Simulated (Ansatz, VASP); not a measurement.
**One calculation of Ti, two programs**

Contents of POSCAR:

```
Ti
1.0
    0.0000000000      2.1097929401      2.1097929401
    2.1097929401      0.0000000000      2.1097929401
    2.1097929401      2.1097929401      0.0000000000
Ti
1
Direct
    0.0000000000      0.0000000000      0.0000000000
```

INCAR.step1

```
PREC     = Accurate       # precision mode
ENCUT    = 520            # plane-wave cutoff, eV
ISMEAR   = -1             # smearing method
SIGMA    = 0.1            # smearing width, eV
LREAL    = False          # projectors in reciprocal space
LASPH    = True           # aspherical terms in the spheres
NELM     = 60             # most SCF steps
NBANDS   = 12             # bands
GGA      = PE             # functional
ALGO     = Normal         # electronic algorithm
EDIFF    = 1E-4           # SCF threshold, eV
LWAVE    = True           # write WAVECAR
LCHARG   = False          # write CHGCAR
```

Contents of INCAR.step2:

```
PREC     = Accurate       # precision mode
ENCUT    = 520            # plane-wave cutoff, eV
EDIFF    = 1E-6           # SCF threshold, eV
ISMEAR   = -1             # smearing method
SIGMA    = 0.1            # smearing width, eV
LREAL    = False          # projectors in reciprocal space
LASPH    = True           # aspherical terms in the spheres
NELM     = 60             # most SCF steps
ALGO     = Normal         # electronic algorithm
ISIF     = 2              # what is computed and relaxed
LWAVE    = False          # write WAVECAR
LCHARG   = False          # write CHGCAR
METAGGA  = R2SCAN         # meta-GGA
LMIXTAU  = True         
NBANDS   = 12             # bands
ISTART   = 1
```

The input KPOINTS:

```
Automatic mesh
0
Gamma
  15 15 15
```

Input for Ansatz:

```yaml
crystal:
  lattice:
    - [0.0, 2.1097929401, 2.1097929401]
    - [2.1097929401, 0.0, 2.1097929401]
    - [2.1097929401, 2.1097929401, 0.0]
  atoms:
    - { symbol: Ti, position: [0.0, 0.0, 0.0] }
hamiltonian:
  xc: r2scan
  pseudopotentials:
    kind: paw
    azcp:
      Ti: "pseudopotentials/Ti.paw.azcp"
basis:
  ecutwfc: 500
  fft_grid_basis: typed
kpoints:
  mp_grid: { grid: [15, 15, 15], shift: [0, 0, 0] }
magnetization:
  spin_polarized: false
scf:
  occupations: { method: fermi_dirac, width: 0.1 }
  lower_state_search: "off"
output:
  stress: true
```

Alike in both runs: task single point; functional r2SCAN; k mesh 15 × 15 × 15; occupations fermi-dirac, width 0.1 eV; no spin polarisation.

```csv
,VASP,Ansatz
version,VASP 6.6.1,Ansatz 0.2.0
potentials or method,"VASP PAW PBE potentials, release 64 (Ti_sv), cutoff 520 eV","plane waves (500 eV) with PAW, scalar-relativistic"
valence electrons in the cell,12,12
```

|  | VASP | Ansatz | Ansatz less VASP |
| --- | --- | --- | --- |
| pressure (GPa) | -7.2 | -7.5 | -0.32 |

VASP's potentials were made for PBE, not for r2SCAN. The functional is the same, so the differences come from potentials, cutoffs and numerics.
